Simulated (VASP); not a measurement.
# MgS (P6_3mc) in VASP: notebook

Runs on MgS. Level: PBEsol. Tasks: single point.

Program: VASP 6.6.1. These are calculated values, not measurements. Logs are shortened: lines on timing, memory, paths and dates and some standing lists are left out, and cuts for length are marked.

### Step 1. The cell of the first run

Symmetry: P6_3mc, No. 186, hexagonal system. The conventional cell has a = 4.035 Å, b = 4.035 Å, c = 6.690 Å, α = 90.00°, β = 90.00°, γ = 120.00°. Mg (site symmetry 3m) has 4 S at 2.46 to 2.57 Å within 3.2 Å. S (site symmetry 3m) has 4 Mg at 2.46 to 2.57 Å within 3.2 Å.

### Step 2. Single point, PBEsol (strain +0.000 along x and y, +0.040 along z)

INCAR reads:

```
SYSTEM = MgS
PREC     = Accurate       ! precision mode
ENCUT    = 520            ! plane-wave cutoff, eV
EDIFF    = 1E-7           ! SCF threshold, eV
ISMEAR   = 0              ! smearing method
SIGMA    = 0.05           ! smearing width, eV
LREAL    = .False.        ! projectors in reciprocal space
LASPH    = .True.         ! aspherical terms in the spheres
NELM     = 100            ! most SCF steps
ALGO     = Normal         ! electronic algorithm
ISIF     = 2              ! what is computed and relaxed
LWAVE    = .False.        ! write WAVECAR
LCHARG   = .True.         ! write CHGCAR
GGA      = PS             ! functional
LELF     = .True.         ! ELF
LVHAR    = .True.       
NBANDS   = 16             ! bands
```

KPOINTS reads:

```
Automatic mesh
0
Gamma
  6 6 4
  0 0 0
```

POSCAR reads:

```
MgS
1.0
    4.0346224068      0.0000000000      0.0000000000
   -2.0173112034      3.4940854990      0.0000000000
    0.0000000000      0.0000000000      6.6895859472
Mg S
2 2
Direct
    0.6666666667      0.3333333333      0.4957548500
    0.3333333333      0.6666666667      0.9957548500
    0.3333333333      0.6666666667      0.3792441500
    0.6666666667      0.3333333333      0.8792441500
```

Potentials or basis: VASP PAW PBE potentials, release 64 (Mg, S).

Launch:

```bash
> cat potpaw_PBE.64/Mg/POTCAR potpaw_PBE.64/S/POTCAR > POTCAR
> mpirun -np 1 vasp_std > vasp.out
```

OUTCAR:

```text
SYSTEM = MgS
   PREC = Accurate
   ENCUT = 520
   EDIFF = 1E-7
   ISMEAR = 0
   LREAL = .False.
   LASPH = .True.
   NELM = 100
   ISIF = 2
   GGA = PS

 ion  position               nearest neighbor table
   1  0.667  0.333  0.496-   3 2.46   3 2.46   3 2.46   4 2.57
   2  0.333  0.667  0.996-   4 2.46   4 2.46   4 2.46   3 2.57
   3  0.333  0.667  0.379-   1 2.46   1 2.46   1 2.46   2 2.57
   4  0.667  0.333  0.879-   2 2.46   2 2.46   2 2.46   1 2.57

  LATTYP: Found a hexagonal cell.
 ALAT       =     4.0346224068
 C/A-ratio  =     1.6580451087

  Lattice vectors:

 A1 = (   4.0346224068,   0.0000000000,   0.0000000000)
 A2 = (  -2.0173112034,   3.4940854990,   0.0000000000)
 A3 = (   0.0000000000,   0.0000000000,   6.6895859472)

Analysis of symmetry for initial positions (statically):
=====================================================================
 Subroutine PRICEL returns:
 Original cell was already a primitive cell.

 Routine SETGRP: Setting up the symmetry group for a
 hexagonal supercell.

 Subroutine GETGRP returns: Found 12 space group operations
 (whereof  6 operations were pure point group operations)
 out of a pool of 24 trial point group operations.

The static configuration has the point symmetry C_3v.
 The point group associated with its full space group is C_6v.

Analysis of symmetry for dynamics (positions and initial velocities):
=====================================================================
 Subroutine PRICEL returns:
 Original cell was already a primitive cell.

 Routine SETGRP: Setting up the symmetry group for a
 hexagonal supercell.

 Subroutine GETGRP returns: Found 12 space group operations
 (whereof  6 operations were pure point group operations)
 out of a pool of 24 trial point group operations.

The dynamic configuration has the point symmetry C_3v.
 The point group associated with its full space group is C_6v.

 Subroutine INISYM returns: Found 12 space group operations
 (whereof  6 operations are pure point group operations),
 and found     1 'primitive' translations

----------------------------------------------------------------------------------------

                                     Primitive cell

  volume of cell :      94.3052

  direct lattice vectors                    reciprocal lattice vectors
     4.034622407  0.000000000  0.000000000     0.247854669  0.143098960  0.000000000
    -2.017311203  3.494085499  0.000000000     0.000000000  0.286197919  0.000000000
     0.000000000  0.000000000  6.689585947     0.000000000  0.000000000  0.149486083

  length of vectors
     4.034622407  4.034622407  6.689585947     0.286197919  0.286197919  0.149486083

  position of ions in fractional coordinates (direct lattice)
     0.666666667  0.333333333  0.495754850
     0.333333333  0.666666667  0.995754850
     0.333333333  0.666666667  0.379244150
     0.666666667  0.333333333  0.879244150

  ion indices of the primitive-cell ions
   primitive index   ion index
                 1           1
                 2           2
                 3           3
                 4           4

----------------------------------------------------------------------------------------

 KPOINTS: Automatic mesh

Automatic generation of k-mesh.
 Grid dimensions read from file:
 generate k-points for:    6    6    4

 Generating k-lattice:

  Cartesian coordinates                     Fractional coordinates (reciprocal lattice)
     0.041309111  0.023849827  0.000000000     0.166666667  0.000000000  0.000000000
     0.000000000  0.047699653  0.000000000     0.000000000  0.166666667  0.000000000
     0.000000000  0.000000000  0.037371521     0.000000000  0.000000000  0.250000000

  Length of vectors
     0.047699653  0.047699653  0.037371521

  Shift w.r.t. Gamma in fractional coordinates (k-lattice)
     0.000000000  0.000000000  0.000000000

 Subroutine IBZKPT returns following result:
 ===========================================

 Found     21 irreducible k-points:

 Following reciprocal coordinates:
            Coordinates               Weight
  0.000000  0.000000  0.000000      1.000000
  0.166667  0.000000  0.000000      6.000000
  0.333333  0.000000  0.000000      6.000000
  0.500000 -0.000000  0.000000      3.000000
  0.166667  0.166667  0.000000      6.000000
  0.333333  0.166667  0.000000     12.000000
[... 13 lines left out ...]
  0.333333  0.166667  0.500000     12.000000
  0.333333  0.333333  0.500000      2.000000
   k-points           NKPTS =     21   k-points in BZ     NKDIM =     21   number of bands    NBANDS=     16
   number of dos      NEDOS =    301   number of ions     NIONS =      4
   total plane-waves  NPLWV =  45000
   dimension x,y,z NGX =    30 NGY =   30 NGZ =   50
   dimension x,y,z NGXF=    60 NGYF=   60 NGZF=  100
   ions per type =               2   2
   NGX,Y,Z   is equivalent  to a cutoff of  12.36, 12.36, 12.43 a.u.
   NGXF,Y,Z  is equivalent  to a cutoff of  24.72, 24.72, 24.85 a.u.
[... 65 lines left out ...]

 k-point     1 :       0.0000    0.0000    0.0000
  band No.  band energies     occupation
      1     -10.3905      2.00000
      2      -9.7762      2.00000
      3      -2.2564      2.00000
      4       0.4171      2.00000
      5       0.4171      2.00000
      6       0.7610      2.00000
[... 8 lines left out ...]
     15       9.2538      0.00000
     16       9.4579      0.00000

 k-point     2 :       0.1667    0.0000    0.0000
  band No.  band energies     occupation
      1     -10.2604      2.00000
      2      -9.7045      2.00000
      3      -2.0421      2.00000
      4      -0.3684      2.00000
      5      -0.0547      2.00000
      6       0.2159      2.00000
[... 8 lines left out ...]
     15       9.1281      0.00000
     16       9.5869      0.00000

 k-point     3 :       0.3333    0.0000    0.0000
  band No.  band energies     occupation
      1      -9.9539      2.00000
      2      -9.5753      2.00000
      3      -1.6628      2.00000
      4      -1.3833      2.00000
      5      -1.1067      2.00000
      6      -0.1060      2.00000
[... 8 lines left out ...]
     15       9.1811      0.00000
     16      10.7773      0.00000

 k-point     4 :       0.5000   -0.0000    0.0000
  band No.  band energies     occupation
      1      -9.7475      2.00000
      2      -9.5451      2.00000
      3      -2.0905      2.00000
      4      -1.5937      2.00000
      5      -0.8962      2.00000
      6      -0.2439      2.00000
[... 8 lines left out ...]
     15       9.4485      0.00000
     16      11.5819      0.00000

 k-point     5 :       0.1667    0.1667    0.0000
  band No.  band energies     occupation
      1     -10.0398      2.00000
      2      -9.6034      2.00000
      3      -1.6639      2.00000
      4      -1.0304      2.00000
      5      -0.9866      2.00000
      6      -0.1099      2.00000
[... 8 lines left out ...]
     15       9.5496      0.00000
     16       9.7350      0.00000

 k-point     6 :       0.3333    0.1667    0.0000
  band No.  band energies     occupation
      1      -9.7571      2.00000
      2      -9.5384      2.00000
      3      -1.8155      2.00000
      4      -1.4503      2.00000
      5      -0.9342      2.00000
      6      -0.6398      2.00000
[... 8 lines left out ...]
     15       9.5104      0.00000
     16      10.8164      0.00000
[... 210 lines left out ...]
 k-point    18 :       0.5000   -0.0000    0.5000
  band No.  band energies     occupation
      1      -9.6447      2.00000
      2      -9.6447      2.00000
      3      -2.1468      2.00000
      4      -2.1468      2.00000
      5       0.0539      2.00000
      6       0.0539      2.00000
[... 8 lines left out ...]
     15       9.9382      0.00000
     16       9.9382      0.00000

 k-point    19 :       0.1667    0.1667    0.5000
  band No.  band energies     occupation
      1      -9.8308      2.00000
      2      -9.8308      2.00000
      3      -1.4907      2.00000
      4      -1.4907      2.00000
      5      -0.1256      2.00000
      6      -0.1256      2.00000
[... 8 lines left out ...]
     15       9.6291      0.00000
     16       9.6291      0.00000

 k-point    20 :       0.3333    0.1667    0.5000
  band No.  band energies     occupation
      1      -9.6468      2.00000
      2      -9.6468      2.00000
      3      -1.9381      2.00000
      4      -1.9381      2.00000
      5      -0.5012      2.00000
      6      -0.5012      2.00000
[... 8 lines left out ...]
     15      10.0900      0.00000
     16      10.0900      0.00000

 k-point    21 :       0.3333    0.3333    0.5000
  band No.  band energies     occupation
      1      -9.5835      2.00000
      2      -9.5835      2.00000
      3      -1.8033      2.00000
      4      -1.8033      2.00000
      5      -1.0789      2.00000
      6      -1.0789      2.00000
[... 8 lines left out ...]
     15      10.0213      0.00000
     16      10.0213      0.00000

------------------------ aborting loop because EDIFF is reached ----------------------------------------

  FORCE on cell =-STRESS in cart. coord.  units (eV):
  Direction    XX          YY          ZZ          XY          YZ          ZX
  --------------------------------------------------------------------------------------
  -------------------------------------------------------------------------------------
  Total       -0.6861331     -0.6861331     -2.6064469      0.0000000     -0.0000000     -0.0000000
  in kB      -11.6569053    -11.6569053    -44.2816501      0.0000000     -0.0000000     -0.0000000
  external PRESSURE =     -22.5318202 kB  Pullay stress =       0.0000000 kB

 VOLUME and BASIS-vectors are now :
 -----------------------------------------------------------------------------
  energy-cutoff  :      520.00
  volume of cell :       94.31
      direct lattice vectors                 reciprocal lattice vectors
     4.034622407  0.000000000  0.000000000     0.247854669  0.143098960  0.000000000
    -2.017311203  3.494085499  0.000000000     0.000000000  0.286197919  0.000000000
     0.000000000  0.000000000  6.689585947     0.000000000  0.000000000  0.149486083

 POSITION                                       TOTAL-FORCE (eV/Angst)
 -----------------------------------------------------------------------------------
      2.01731      1.16470      3.31639        -0.000000      0.000000      0.248060
     -0.00000      2.32939      6.66119         0.000000     -0.000000      0.248060
     -0.00000      2.32939      2.53699         0.000000     -0.000000     -0.248060
      2.01731      1.16470      5.88178        -0.000000     -0.000000     -0.248060
 -----------------------------------------------------------------------------------
    total drift:                               -0.000000      0.000000     -0.000811

  FREE ENERGIE OF THE ION-ELECTRON SYSTEM (eV)
  ---------------------------------------------------
  free  energy   TOTEN  =       -17.8117303611 eV

  energy  without entropy=      -17.8117303611  energy(sigma->0) =      -17.81173036
```

It took 50 s on 1 thread of AMD EPYC 7R13, shared host; peak memory 0.17 GiB.

What came out:

```
Free energy            : -17.8117 eV
Pressure               : -2.3 GPa
Largest force          : 0.248 eV/Å
Band gap on the k mesh : 3.14 eV, direct
```

Forces on the atoms (eV/Å):
```
Mg   0.000  0.000  0.248
Mg   0.000  0.000  0.248
S    0.000  0.000 -0.248
S    0.000  0.000 -0.248
```

Stress tensor (GPa, compression positive):
```
-1.17  0.00  0.00
 0.00 -1.17  0.00
 0.00  0.00 -4.43
```

Levels at points of the mesh, in eV from the valence-band top:
| k point | band 5 | band 6 | band 7 | band 8 | band 9 | band 10 | band 11 | band 12 |
| --- | --- | --- | --- | --- | --- | --- | --- | --- |
| (0.00, 0.00, 0.00) | -0.40 | -0.06 | -0.06 | 0.00 | 3.14 | 4.69 | 7.54 | 7.54 |
| (0.50, 0.00, 0.00) | -1.71 | -1.06 | -0.81 | -0.41 | 4.75 | 5.00 | 5.56 | 7.55 |
| (0.00, 0.00, 0.50) | -0.23 | -0.23 | -0.23 | -0.23 | 4.73 | 4.73 | 7.26 | 7.26 |
| (0.50, 0.00, 0.50) | -0.76 | -0.76 | -0.76 | -0.76 | 4.48 | 4.48 | 6.12 | 6.12 |

Caveat: the cell differs from its parent crystal (strain +0.000 along x and y, +0.040 along z); the PAW data sets were made with another functional, which shifts forces and pressure a little.

### Step 3. Single point, PBEsol (strain +0.040 along x and y, -0.040 along z)

INCAR reads:

```
  ALGO = Normal
  EDIFF = 1E-6
  ENCUT = 520
  GGA = PS
  ISIF = 2
  ISMEAR = 0
  LASPH = T
  LCHARG = F
  LREAL = F
  LWAVE = F
  NBANDS = 16
  NELM = 60
  PREC = Accurate
  SIGMA = 0.05
```

KPOINTS reads:

```
k-points
0
Gamma
  6 6 4
```

POSCAR reads:

```
MgS
1.0
    4.1960073031      0.0000000000      0.0000000000
   -2.0980036515      3.6338489189      0.0000000000
    0.0000000000      0.0000000000      6.1750024128
Mg S
2 2
Direct
    0.6666666667      0.3333333333      0.4957548500
    0.3333333333      0.6666666667      0.9957548500
    0.3333333333      0.6666666667      0.3792441500
    0.6666666667      0.3333333333      0.8792441500
```

Potentials or basis: VASP PAW PBE potentials, release 64 (Mg, S).

Launch:

```bash
> cat potpaw_PBE.64/Mg/POTCAR potpaw_PBE.64/S/POTCAR > POTCAR
> mpirun -np 1 vasp_std > vasp.out
```

It took 52 s on 1 thread of AMD EPYC 7R13, shared host; peak memory 0.19 GiB.

The run converged. Its results:

| Property | Result |
| --- | --- |
| Free energy | -17.7341 eV |
| Pressure | -2.1 GPa |
| Largest force | 0.580 eV/Å |
| Band gap on the k mesh | 2.97 eV, direct |

Forces on the atoms (eV/Å):
```
Mg   0.000  0.000 -0.580
Mg   0.000  0.000 -0.580
S    0.000  0.000  0.580
S    0.000  0.000  0.580
```

Stress tensor (GPa, compression positive):
```
-4.48  0.00  0.00
 0.00 -4.48  0.00
 0.00  0.00  2.77
```

Levels at points of the mesh, in eV from the valence-band top:
| k point | band 4 | band 5 | band 6 | band 7 | band 8 | band 9 | band 10 | band 11 | band 12 | band 13 |
| --- | --- | --- | --- | --- | --- | --- | --- | --- | --- | --- |
| (0.00, 0.00, 0.00) | -0.85 | -0.85 | -0.29 | -0.29 | 0.00 | 2.97 | 3.99 | 6.92 | 6.92 | 8.15 |
| (0.50, 0.00, 0.00) | -2.30 | -2.01 | -1.48 | -1.06 | -0.49 | 4.25 | 5.10 | 5.61 | 7.02 | 7.90 |
| (0.00, 0.00, 0.50) | -1.92 | -0.58 | -0.58 | -0.58 | -0.58 | 4.39 | 4.39 | 7.04 | 7.04 | 7.04 |
| (0.50, 0.00, 0.50) | -3.16 | -1.04 | -1.04 | -0.76 | -0.76 | 4.44 | 4.44 | 6.25 | 6.25 | 8.87 |

Caveat: the cell differs from its parent crystal (strain +0.040 along x and y, -0.040 along z); the PAW data sets were made with another functional, which shifts forces and pressure a little.

### Step 4. Single point, PBEsol (strain +0.000 along x and y, +0.080 along z)

INCAR reads:

```
  PREC = Accurate
  ENCUT = 520
  EDIFF = 1E-7
  ISMEAR = 0
  SIGMA = 0.05
  LREAL = F
  LASPH = T
  NELM = 100
  ALGO = Normal
  ISIF = 2
  LWAVE = F
  LCHARG = T
  GGA = PS
  LELF = T
  LVHAR = T
  NBANDS = 16
```

KPOINTS reads:

```
Automatic mesh
0
Gamma
  6 6 4
```

POSCAR reads:

```
MgS
1.0
    4.0346224068      0.0000000000      0.0000000000
   -2.0173112034      3.4940854990      0.0000000000
    0.0000000000      0.0000000000      6.9468777144
Mg S
2 2
Direct
    0.6666666667      0.3333333333      0.4957548500
    0.3333333333      0.6666666667      0.9957548500
    0.3333333333      0.6666666667      0.3792441500
    0.6666666667      0.3333333333      0.8792441500
```

Launch:

```bash
> cat potpaw_PBE.64/Mg/POTCAR potpaw_PBE.64/S/POTCAR > POTCAR
> mpirun -np 1 vasp_std > vasp.out
```

Run time: 59 s. Hardware: 1 thread of AMD EPYC 7R13, shared host; peak memory 0.19 GiB.

Results (log left out):

```
Free energy            : -17.6814 eV
Pressure               : -3.6 GPa
Largest force          : 0.310 eV/Å
Band gap on the k mesh : 2.95 eV, direct
```

Forces in eV/Å, atoms in the order of the input:
```
Mg   0.000  0.000  0.310
Mg   0.000  0.000  0.310
S    0.000  0.000 -0.310
S    0.000  0.000 -0.310
```

Stress tensor (GPa, compression positive):
```
-1.91  0.00  0.00
 0.00 -1.91  0.00
 0.00  0.00 -6.96
```

Levels at points of the mesh, in eV from the valence-band top:
```tsv
k point	band 4	band 5	band 6	band 7	band 8	band 9	band 10	band 11	band 12	band 13
(0.00, 0.00, 0.00)	-0.28	-0.28	-0.05	0.00	0.00	2.95	4.75	7.40	7.63	7.63
(0.50, 0.00, 0.00)	-2.38	-1.57	-0.92	-0.72	-0.39	4.85	4.92	5.37	7.53	7.64
(0.00, 0.00, 0.50)	-1.80	-0.14	-0.14	-0.14	-0.14	4.63	4.63	7.00	7.00	7.79
(0.50, 0.00, 0.50)	-2.83	-0.74	-0.74	-0.67	-0.67	4.41	4.41	6.03	6.03	8.71
```

Caveat: the cell differs from its parent crystal (strain +0.000 along x and y, +0.080 along z); the PAW data sets were made with another functional, which shifts forces and pressure a little.

### Step 5. Overview

| cell | gap on the mesh (eV) | pressure (GPa) | largest force (eV/Å) |
| --- | --- | --- | --- |
| a = 4.035, b = 4.035, c = 6.690 Å, angles 90.0, 90.0, 120.0°, 4 atoms | 3.14 | -2.3 | 0.25 |
| a = 4.196, b = 4.196, c = 6.175 Å, angles 90.0, 90.0, 120.0°, 4 atoms | 2.97 | -2.1 | 0.58 |
| a = 4.035, b = 4.035, c = 6.947 Å, angles 90.0, 90.0, 120.0°, 4 atoms | 2.95 | -3.6 | 0.31 |

Alike in all rows: task single point; level PBEsol; potentials or basis VASP PAW PBE potentials, release 64 (Mg, S); no spin polarisation; k mesh 6 × 6 × 4; cutoff (eV) 520; smearing gaussian 0.05 eV.

Caveats: the PAW data sets were made with another functional, which shifts forces and pressure a little.

Total energies depend on the potentials used, so only differences within one code and one set of settings carry meaning.
